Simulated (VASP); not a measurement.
Input of a VASP 6.6.1 run:

Contents of INCAR:

```
SYSTEM = MgBe2SO2
ALGO = Normal
EDIFF = 1E-6
ENCUT = 520
GGA = PE
ISIF = 2
ISMEAR = 0
ISPIN = 2
LASPH = .TRUE.
LCHARG = .TRUE.
LELF = .TRUE.
LORBIT = 11
LREAL = .FALSE.
LVHAR = .TRUE.
LWAVE = .FALSE.
MAGMOM = 0 0 0 0 1 1
NBANDS = 25
NELM = 150
PREC = Accurate
SIGMA = 0.1
```

Contents of KPOINTS:

```
k-points
0
G
  6 6 4
  0 0 0
```

Contents of POSCAR:

```
MgBe2SO2
1.0
    3.1093253931      0.0000000000      0.0000000000
    0.0000000000      3.1093253931      0.0000000000
    0.0000000000      0.0000000000      7.5602609013
Mg Be S O
1 2 1 2
Direct
    0.0000000000      0.0000000000      0.3304482184
    0.5000000000      0.0000000000      1.0115613882
    0.0000000000      0.5000000000      1.0115613882
    0.5000000000      0.5000000000      0.8399704764
    0.0000000000      0.0000000000      0.5796698738
    0.5000000000      0.5000000000      0.2253876950
```

Potentials or basis: VASP PAW PBE potentials, release 64 (Mg, Be, S, O).

Command:

```bash
$ cat potpaw_PBE.64/Mg/POTCAR potpaw_PBE.64/Be/POTCAR potpaw_PBE.64/S/POTCAR potpaw_PBE.64/O/POTCAR > POTCAR
$ mpirun -np 1 vasp_std > vasp.out
```

Question: Predict the pressure.

Answer: -0.1 GPa.

Question: Estimate the largest force.

Answer: 0.049 eV/Å.

Question: Estimate the site moments.

Answer: Mg -0.01; Be -0.01; S -0.00; O +0.77, -0.03 μB.

Forces on the atoms (eV/Å):
```
Mg   0.000  0.000 -0.049
Be   0.000  0.000  0.007
Be   0.000  0.000  0.007
S    0.000  0.000  0.004
O    0.000  0.000  0.003
O    0.000  0.000  0.027
```
